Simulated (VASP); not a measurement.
A run of VASP 6.6.1:

Contents of INCAR:

```
SYSTEM = Ta3H
PREC = Accurate ; ENCUT = 520
EDIFF = 1E-6 ; ISMEAR = 0
SIGMA = 0.1 ; LREAL = .FALSE.
LASPH = .TRUE. ; NELM = 80
ALGO = Normal ; ISIF = 2
LWAVE = .FALSE. ; LCHARG = .TRUE.
LDIPOL = .TRUE. ; IDIPOL = 3
DIPOL = 0.5 0.5 0.316 ; LELF = .TRUE.
LVHAR = .TRUE. ; LVACPOTAV = .TRUE.
NBANDS = 44
```

File KPOINTS:

```
regular mesh
0
G
  6 6 1
  0 0 0
```

Contents of POSCAR:

```
Ta3H
1.0
    4.6002247492      0.0000000000      0.0000000000
   -2.3001123746      3.9839114959      0.0000000000
    0.0000000000      0.0000000000     22.4017722044
Ta H
6 2
Direct
    0.6666666667      0.3333333333      0.1785573018
    0.3333333333      0.6666666667      0.2204743848
    0.0000000000      0.0000000000      0.2623914678
    0.6666666667      0.3333333333      0.3016814391
    0.3333333333      0.6666666667      0.3385386112
    0.0000000000      0.0000000000      0.3750494438
    0.2334469093      0.6666666667      0.4237063085
    0.4332197574      0.6666666667      0.4237063085
```

Potentials or basis: VASP PAW LDA potentials, release 64 (Ta_pv, H).

Command:

```bash
$ cat potpaw_LDA.64/Ta_pv/POTCAR potpaw_LDA.64/H/POTCAR > POTCAR
$ mpirun -np 1 vasp_std > vasp.out
```

Hardware: 1 thread of Intel(R) Xeon(R) 6975P-C (Granite Rapids), with other jobs on the host.

Task: How long does it take, and how much memory?

Result: It took 5.3 min on 1 thread of Intel(R) Xeon(R) 6975P-C (Granite Rapids) (shared host), peak memory 0.46 GiB. Counts: scf iterations 28, k points 13.
